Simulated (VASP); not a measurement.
Write the native input for VASP 6.6.1 that does the following.

| Quantity | Value |
| --- | --- |
| Task | single point |
| Functional | r2SCAN |
| Potentials or basis | VASP PAW PBE potentials, release 64 (Hf_pv, N) |
| Cutoff | 520 eV |
| k mesh | 16 × 16 × 16 |
| Occupations | gaussian, width 0.15 eV |
| Spin | no spin polarisation |
| Dipole correction | no |
| Further INCAR settings | ALGO = Normal; EDIFF = 1e-06; NBANDS = 14 |

HfN:

```
Hf N
1.0
     0.00000    2.45482    2.33208
     2.45482    0.00000    2.33208
     2.45482    2.45482    0.00000
Hf N
1 1
Direct
  0.00000 0.00000 0.00000
  0.75000 0.75000 0.75000
```

This cell differs from its parent crystal: strain +0.000 along x and y, -0.050 along z.

One way to write it, as run:

POSCAR

```
HfN
1.0
    0.0000000000      2.4548220000      2.3320809000
    2.4548220000      0.0000000000      2.3320809000
    2.4548220000      2.4548220000      0.0000000000
Hf N
1 1
Direct
    0.0000000000      0.0000000000      0.0000000000
    0.7500000000      0.7500000000      0.7500000000
```

INCAR.step1

```
SYSTEM = HfN
ALGO     = Normal         ! electronic algorithm
EDIFF    = 1E-4           ! SCF threshold, eV
ENCUT    = 520            ! plane-wave cutoff, eV
GGA      = PE             ! functional
ISMEAR   = 0              ! smearing method
LASPH    = .True.         ! aspherical terms in the spheres
LCHARG   = .False.        ! write CHGCAR
LREAL    = .False.        ! projectors in reciprocal space
LWAVE    = .True.         ! write WAVECAR
NBANDS   = 14             ! bands
NELM     = 100            ! most SCF steps
PREC     = Accurate       ! precision mode
SIGMA    = 0.15           ! smearing width, eV
```

INCAR.step2

```
SYSTEM = HfN
ALGO     = Normal         ! electronic algorithm
EDIFF    = 1E-6           ! SCF threshold, eV
ENCUT    = 520            ! plane-wave cutoff, eV
ISIF     = 2              ! what is computed and relaxed
ISMEAR   = 0              ! smearing method
ISTART   = 1            
LASPH    = .True.         ! aspherical terms in the spheres
LCHARG   = .False.        ! write CHGCAR
LMIXTAU  = .True.       
LREAL    = .False.        ! projectors in reciprocal space
LWAVE    = .False.        ! write WAVECAR
METAGGA  = R2SCAN         ! meta-GGA
NBANDS   = 14             ! bands
NELM     = 100            ! most SCF steps
PREC     = Accurate       ! precision mode
SIGMA    = 0.15           ! smearing width, eV
```

KPOINTS

```
k-points
0
Gamma
  16 16 16
  0 0 0
```

Potentials or basis: VASP PAW PBE potentials, release 64 (Hf_pv, N).

Launch:

```bash
$ cat potpaw_PBE.64/Hf_pv/POTCAR potpaw_PBE.64/N/POTCAR > POTCAR
$ cp INCAR.step1 INCAR
$ mpirun -np 1 vasp_std > vasp.out
$ cp INCAR.step2 INCAR
$ mpirun -np 1 vasp_std > vasp.out
```

Results of the run:

| Property | Result |
| --- | --- |
| Pressure | 7.4 GPa |
| Band gap on the k mesh | zero (an odd number of electrons rules out a gap without spin polarisation) |

Caveat: the cell differs from its parent crystal (strain +0.000 along x and y, -0.050 along z); the stress differs along the axes, from 5 to 12 GPa; the PAW data sets were made with another functional, which shifts forces and pressure a little; spin-orbit coupling is left out, which moves the levels of the heavy elements; an odd number of electrons without spin polarisation forces a metal; a magnetic or distorted state may lie lower.

Wall time 3.9 min on 1 thread of Intel(R) Xeon(R) 6975P-C (Granite Rapids), on a shared host, peak memory 0.28 GiB.
